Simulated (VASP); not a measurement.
Here is a VASP 6.6.1 calculation.

The input POSCAR:

```
V
1.0
    0.0000000000      2.5465132687      2.5465132687
    2.5465132687      0.0000000000      2.5465132687
    2.5465132687      2.5465132687      0.0000000000
V
2
Direct
    0.1250000000      0.1250000000      0.1250000000
    0.8750000000      0.8750000000      0.8750000000
```

File INCAR.step1:

```
SYSTEM = V
ALGO     = Normal         ! electronic algorithm
EDIFF    = 1E-4           ! SCF threshold, eV
ENCUT    = 520            ! plane-wave cutoff, eV
GGA      = PE             ! functional
ISMEAR   = -1             ! smearing method
LASPH    = .TRUE.         ! aspherical terms in the spheres
LCHARG   = .FALSE.        ! write CHGCAR
LREAL    = .FALSE.        ! projectors in reciprocal space
LWAVE    = .TRUE.         ! write WAVECAR
NBANDS   = 20             ! bands
NELM     = 100            ! most SCF steps
PREC     = Accurate       ! precision mode
SIGMA    = 0.1            ! smearing width, eV
```

The input INCAR.step2:

```
SYSTEM = V
ALGO     = Normal         ! electronic algorithm
EDIFF    = 1E-7           ! SCF threshold, eV
ENCUT    = 520            ! plane-wave cutoff, eV
ISIF     = 2              ! what is computed and relaxed
ISMEAR   = -1             ! smearing method
ISTART   = 1            
LASPH    = .TRUE.         ! aspherical terms in the spheres
LCHARG   = .FALSE.        ! write CHGCAR
LMIXTAU  = .TRUE.       
LREAL    = .FALSE.        ! projectors in reciprocal space
LWAVE    = .FALSE.        ! write WAVECAR
METAGGA  = R2SCAN         ! meta-GGA
NBANDS   = 20             ! bands
NELM     = 100            ! most SCF steps
PREC     = Accurate       ! precision mode
SIGMA    = 0.1            ! smearing width, eV
```

KPOINTS

```
k-points
0
G
  12 12 12
  0 0 0
```

Potentials or basis: VASP PAW PBE potentials, release 64 (V_sv).

The run is started by

```console
$ cat potpaw_PBE.64/V_sv/POTCAR > POTCAR
$ cp INCAR.step1 INCAR
$ mpirun -np 1 vasp_std > vasp.out
$ cp INCAR.step2 INCAR
$ mpirun -np 1 vasp_std > vasp.out
```

Q: Estimate the band gap on the k mesh.

A: Zero (bands 13 and 14 overlap by 1.32 eV).

Q: Estimate the pressure.

A: 7.5 GPa.

Caveat: the cell stands under pressure; the PAW data sets were made with another functional, which shifts forces and pressure a little.
